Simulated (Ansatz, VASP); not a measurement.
# BaTiO3: VASP beside Ansatz

File INCAR:

```
SYSTEM = BaTiO3
ALGO = Normal ; EDIFF = 1E-6
ENCUT = 910 ; GGA = PE
GGA_COMPAT = .False. ; ISIF = 2
ISMEAR = -1 ; LASPH = .True.
LCHARG = .True. ; LELF = .True.
LREAL = .False. ; LVHAR = .True.
LWAVE = .False. ; NBANDS = 28
NELM = 120 ; PREC = Accurate
SIGMA = 0.0142
```

File KPOINTS:

```
k-points
0
Gamma
  6 6 6
  0 0 0
```

File POSCAR:

```
BaTiO3
1.0
   -4.0379611300      0.0000000000      0.0000000000
    0.0000000000     -2.8763600400      2.8861998200
    0.0000000000      2.8763600400      2.8861998200
Ba Ti O
1 1 3
Direct
    0.0000000000      0.0000000000      0.0000000000
    0.5000000000      0.5143000000      0.5143000000
    0.0000000000      0.4890000000      0.4890000000
    0.5000000000      0.9922300000      0.5044300000
    0.5000000000      0.5044300000      0.9922300000
```

Input for Ansatz:

```yaml
crystal:
  lattice:
    - [-4.03796113, 0.0, 0.0]
    - [0.0, -2.87636004, 2.88619982]
    - [0.0, 2.87636004, 2.88619982]
  atoms:
    - { symbol: Ba, position: [0.0, 0.0, 0.0] }
    - { symbol: Ti, position: [0.5, 0.5143, 0.5143] }
    - { symbol: O, position: [0.0, 0.489, 0.489] }
    - { symbol: O, position: [0.5, 0.99223, 0.50443] }
    - { symbol: O, position: [0.5, 0.50443, 0.99223] }
  symmetry: { tolerance: 0.0003 }
kpoints:
  mp_grid: { grid: [6, 6, 6], shift: [0, 0, 0] }
  band_path:
    path:
      - [0.0, 0.0, 0.0]
      - [0.0, 0.5, 0.5]
      - [0.0, 0.49829828, 0.50170172]
      - [0.0, -0.49829828, 0.49829828]
      - [0.0, 0.0, 0.0]
      - [-0.5, 0.0, 0.0]
      - [-0.5, -0.49829828, 0.49829828]
      - [-0.5, 0.49829828, 0.50170172]
      - [-0.5, 0.5, 0.5]
      - [0.0, 0.5, 0.5]
      - [0.0, 0.0, 0.0]
    npoints: 6
magnetization:
  spin_polarized: false
scf:
  occupations: { method: fermi_dirac, width: 0.0142 }
  lower_state_search: "off"
  max_iter: 200
hamiltonian:
  pseudopotentials: { kind: paw }
  xc: pbe
basis:
  ecutwfc: 420
  fft_grid_basis: typed
output:
  forces: true
  stress: true
  eigenvalues: true
  bader: true
  populations: true
  elf: true
  write_potential: true
  volumetric_format: npy
  dos:
    e_range: [-12, 8]
    de: 0.05
    projected: { site_lists: { Ba: [Ba], O: [O], Ti: [Ti] } }
checkpoint:
  read: saved_state
```

Alike in both runs: task single point; functional PBE; k mesh 6 × 6 × 6; occupations fermi-dirac, width 0.0142 eV; no spin polarisation.

|  | VASP | Ansatz |
| --- | --- | --- |
| version | VASP 6.6.1 | Ansatz 0.2.0 |
| potentials or method | VASP PAW PBE potentials, release 64 (Ba_sv, Ti_sv, O_h), cutoff 910 eV | PAW plane waves |
| valence electrons in the cell | 40 | 40 |

|  | VASP | Ansatz | Ansatz less VASP |
| --- | --- | --- | --- |
| gap on the k mesh at the Fermi level (eV) | 1.79 | 1.84 | +0.053 |
| rms of the force components (eV/Å) | 0.187 | 0.193 | +0.0062 |

Atom by atom the forces differ by 0.009 eV/Å (rms over components).

Neither program's run includes spin-orbit coupling. Noted on VASP's run: the cutoff is short for stress, so the pressure is rough.
